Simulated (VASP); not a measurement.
Write the native input for VASP 6.6.1 that does the following.

```yaml
Task: single point
Functional: PBEsol
Potentials_or_basis: VASP PAW PBE potentials, release 64 (B)
Cutoff: 520 eV
k_mesh: 20 × 20 × 20
Occupations: fermi-dirac, width 0.05 eV
Spin: no spin polarisation
Dipole_correction: no
Further_INCAR_settings: ALGO = Normal; EDIFF = 1e-06; NBANDS = 8
```

The structure of B lies in POSCAR:

```
B
1.0
    1.7997159719      0.0000000000      0.0000000000
    0.0000000000      1.7997159719      0.0000000000
    0.0000000000      0.0000000000      1.7997159719
B
1
Direct
    0.0000000000      0.0000000000      0.0000000000
```

This cell differs from its parent crystal: volume scaled by 0.88.

These files were run (other wordings do the same):

INCAR

```
SYSTEM = B
PREC = Accurate ; ENCUT = 520
EDIFF = 1E-6 ; ISMEAR = -1
SIGMA = 0.05 ; LREAL = .False.
LASPH = .True. ; NELM = 60
ALGO = Normal ; ISIF = 2
LWAVE = .False. ; LCHARG = .False.
GGA = PS ; NBANDS = 8
```

KPOINTS

```
regular mesh
0
Gamma
  20 20 20
  0 0 0
```

Potentials or basis: VASP PAW PBE potentials, release 64 (B).

Run with:

```bash
$ cat potpaw_PBE.64/B/POTCAR > POTCAR
$ mpirun -np 1 vasp_std > vasp.out
```

It gave:

| Property | Result |
| --- | --- |
| Pressure | 39.2 GPa |

Caveat: the PAW data sets were made with another functional, which shifts forces and pressure a little.

It took 3.5 s on 1 thread of Intel(R) Xeon(R) Platinum 8488C (Sapphire Rapids), on a shared host, peak memory 0.11 GiB.
